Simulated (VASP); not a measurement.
Crystal: ZnSe.

```
Zn Se
1.0
     3.52885    0.00000    0.00000
    -1.76442    3.05607    0.00000
     0.00000    0.00000    5.75202
Zn Se
2 2
Direct
  0.00000 0.00000 0.00000
  0.00000 0.00000 0.50000
  0.33333 0.66667 0.25000
  0.66667 0.33333 0.75000
```

```yaml
Program: VASP 6.6.1
Task: relaxation of cell and atoms
Functional: PBE
Potentials_or_basis: VASP PAW PBE potentials, release 64 (Zn, Se)
Cutoff: 600 eV
k_mesh: 12 × 12 × 4
Occupations: fermi-dirac, width 0.02 eV
Spin: no spin polarisation
```

At the start: pressure 28.0 GPa; volume 15.51 Å³/atom.

Task: Where does the relaxation end?

Result: Over 8 steps the energy falls by 284.7 meV/atom and the volume is 19.57 Å³/atom (+26.2 %); space group P6_3/mmc (No. 194, to 0.1 Å) before and after.

The path:
| step | energy change (eV) | largest force (eV/Å) | pressure (GPa) | volume (Å³) |
| --- | --- | --- | --- | --- |
| 1 | 0.0000 | 0.0000 | 27.97 | 62.03 |
| 2 | -0.8541 | 0.0000 | -6.99 | 89.65 |
| 3 | -1.1378 | 0.0000 | 0.13 | 78.09 |
| 4 | -1.1377 | 0.0000 | -0.19 | 78.44 |
| 5 | -1.1385 | 0.0000 | 0.04 | 78.20 |
| 6 | -1.1386 | 0.0000 | 0.21 | 78.03 |
| 7 | -1.1389 | 0.0000 | 0.06 | 78.21 |
| 8 | -1.1389 | 0.0000 | 0.00 | 78.27 |

Final structure:
```
Zn Se
1.0
     3.82188    0.00000    0.00000
    -1.91094    3.30985    0.00000
     0.00000    0.00000    6.18703
Zn Se
2 2
Direct
  0.00000 0.00000 0.00000
  0.00000 0.00000 0.50000
  0.33333 0.66667 0.25000
  0.66667 0.33333 0.75000
```

Caveat: the volume moved by over 15 % at a fixed basis, so the end points are rough.
